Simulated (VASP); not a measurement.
Input of a VASP 6.6.1 run:

INCAR

```
SYSTEM = Ag
PREC     = Accurate       ! precision mode
ENCUT    = 520            ! plane-wave cutoff, eV
EDIFF    = 1E-6           ! SCF threshold, eV
ISMEAR   = 0              ! smearing method
SIGMA    = 0.15           ! smearing width, eV
LREAL    = .FALSE.        ! projectors in reciprocal space
LASPH    = .TRUE.         ! aspherical terms in the spheres
NELM     = 80             ! most SCF steps
ALGO     = Fast           ! electronic algorithm
ISIF     = 2              ! what is computed and relaxed
LWAVE    = .FALSE.        ! write WAVECAR
LCHARG   = .FALSE.        ! write CHGCAR
GGA      = PS             ! functional
NBANDS   = 12             ! bands
```

KPOINTS

```
Automatic mesh
0
G
  20 20 20
  0 0 0
```

File POSCAR:

```
Ag
1.0
    0.0000000000      2.2065480000      2.0431000000
    2.2065480000      0.0000000000      2.0431000000
    2.2065480000      2.2065480000      0.0000000000
Ag
1
Direct
    0.0000000000      0.0000000000      0.0000000000
```

Potentials or basis: VASP PAW PBE potentials, release 64 (Ag).

Run with:

```sh
$ cat potpaw_PBE.64/Ag/POTCAR > POTCAR
$ mpirun -np 1 vasp_std > vasp.out
```

Q: What does it give for the pressure?

A: -12.6 GPa.

Stress tensor (GPa, compression positive):
```
-12.97   0.00   0.00
  0.00 -12.97   0.00
  0.00   0.00 -11.76
```

Caveat: the cell differs from its parent crystal (strain +0.080 along x and y, +0.000 along z); the PAW data sets were made with another functional, which shifts forces and pressure a little.
